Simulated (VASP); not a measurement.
Here is a VASP 6.6.1 calculation.

POSCAR

```
C
1.0
    1.7801407966      1.7801407966      0.0000000000
   -1.7801407966      1.7801407966      0.0000000000
    0.0000000000      1.7801407966      1.7801407966
C
2
Direct
    0.5000000000      0.5000000000      0.0000000000
    0.7500000000      0.2500000000      0.5000000000
```

Contents of INCAR.step1:

```
SYSTEM = C
  PREC = Accurate
  ENCUT = 600
  ISMEAR = 0
  SIGMA = 0.01
  LREAL = .FALSE.
  LASPH = .TRUE.
  NELM = 60
  GGA = PE
  ALGO = Normal
  EDIFF = 1E-4
  LWAVE = .TRUE.
  LCHARG = .FALSE.
```

The input INCAR.step2:

```
SYSTEM = C
  PREC = Accurate
  ENCUT = 600
  EDIFF = 1E-6
  ISMEAR = 0
  SIGMA = 0.01
  LREAL = .FALSE.
  LASPH = .TRUE.
  NELM = 60
  ALGO = Normal
  ISIF = 3
  LWAVE = .FALSE.
  LCHARG = .FALSE.
  METAGGA = R2SCAN
  LMIXTAU = .TRUE.
  IBRION = 2
  NSW = 100
  EDIFFG = -0.002
  PSTRESS = 40.0
  ISTART = 1
```

The input KPOINTS:

```
Automatic mesh
0
G
  12 12 12
  0 0 0
```

Potentials or basis: VASP PAW PBE potentials, release 64 (C).

Launch:

```bash
$ cat potpaw_PBE.64/C/POTCAR > POTCAR
$ cp INCAR.step1 INCAR
$ mpirun -np 1 vasp_std > vasp.out
$ cp INCAR.step2 INCAR
$ mpirun -np 1 vasp_std > vasp.out
```

Question: What does it give for the band gap on the k mesh?

Answer: 4.37 eV (least direct gap 5.87 eV).

Question: What does it give for the relaxed cell?

Answer: a = 2.511 Å, b = 2.511 Å, c = 2.511 Å, α = 60.00°, β = 60.00°, γ = 90.00°.

Question: Estimate the relaxed volume.

Answer: 5.60 Å³/atom.

Step by step:
```
step  energy change (eV)  largest force (eV/Å)  pressure (GPa)  volume (Å³)
   1              0.0000                0.0000            0.35        11.28
   2              0.0060                0.0000            9.03        11.07
   3              0.0012                0.0000            4.01        11.19
```

Caveat: the cell is relaxed towards a set pressure, so the run minimises the enthalpy, not the energy; the PAW data sets were made with another functional, which shifts forces and pressure a little. A k mesh can miss the band edges.
